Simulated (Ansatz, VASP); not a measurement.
BN in VASP and in Ansatz

INCAR

```
SYSTEM = BN
PREC = Accurate ; ENCUT = 520
EDIFF = 1E-6 ; ISMEAR = 0
SIGMA = 0.05 ; LREAL = .False.
LASPH = .True. ; NELM = 60
ALGO = Normal ; ISIF = 2
LWAVE = .False. ; LCHARG = .True.
GGA = PE ; LELF = .True.
LVHAR = .True. ; NBANDS = 16
```

The input KPOINTS:

```
regular mesh
0
Gamma
  12 12 6
  0 0 0
```

POSCAR

```
BN
1.0
    2.5539396017      0.0000000000      0.0000000000
   -1.2769698009      2.2117765748      0.0000000000
    0.0000000000      0.0000000000      4.0577808000
B N
2 2
Direct
    0.6666666667      0.3333333333      0.9997240000
    0.3333333333      0.6666666667      0.4997240000
    0.6666666667      0.3333333333      0.6252760000
    0.3333333333      0.6666666667      0.1252760000
```

Input for Ansatz:

```yaml
crystal:
  lattice:
    - [2.5539396017, 0.0, 0.0]
    - [-1.2769698009, 2.2117765748, 0.0]
    - [0.0, 0.0, 4.0577808]
  atoms:
    - { symbol: B, position: [0.6666666667, 0.3333333333, 0.999724] }
    - { symbol: B, position: [0.3333333333, 0.6666666667, 0.499724] }
    - { symbol: "N", position: [0.6666666667, 0.3333333333, 0.625276] }
    - { symbol: "N", position: [0.3333333333, 0.6666666667, 0.125276] }
basis:
  ecutwfc: 420
kpoints:
  mp_grid: { grid: [12, 12, 6] }
hamiltonian:
  xc: pbe
scf:
  occupations: { method: gaussian, width: 0.05 }
output:
  forces: true
  stress: true
  eigenvalues: true
```

Change from the starting cell: strain +0.000 along x and y, -0.040 along z, atoms carried along.

Alike in both runs: task single point; functional PBE; k mesh 12 × 12 × 6; occupations gaussian, width 0.05 eV; no spin polarisation.

|  | VASP | Ansatz |
| --- | --- | --- |
| version | VASP 6.6.1 | Ansatz 0.2.0 |
| potentials or method | VASP PAW PBE potentials, release 64 (B, N), cutoff 520 eV | scalar-relativistic, plane waves, PAW |
| valence electrons in the cell | 16 | 16 |

VASP gave:

```
gap on the k mesh at the Fermi level (eV)                     : 5.27
least direct gap on the mesh (eV)                             : 8.12
pressure (GPa)                                                : 17.7
traceless stress, the component that is largest in VASP (GPa) : 29.10
rms of the force components (eV/Å)                            : 0.109
```

Question: Estimate Ansatz's values.

Answer: gap on the k mesh at the Fermi level (eV): 5.29; least direct gap on the mesh (eV): 8.13; pressure (GPa): 17.4; traceless stress, the component that is largest in VASP (GPa): 28.93; rms of the force components (eV/Å): 0.106.

Atom by atom the forces differ by 0.004 eV/Å (rms over components). The functional is the same, so the differences come from potentials, cutoffs and numerics.
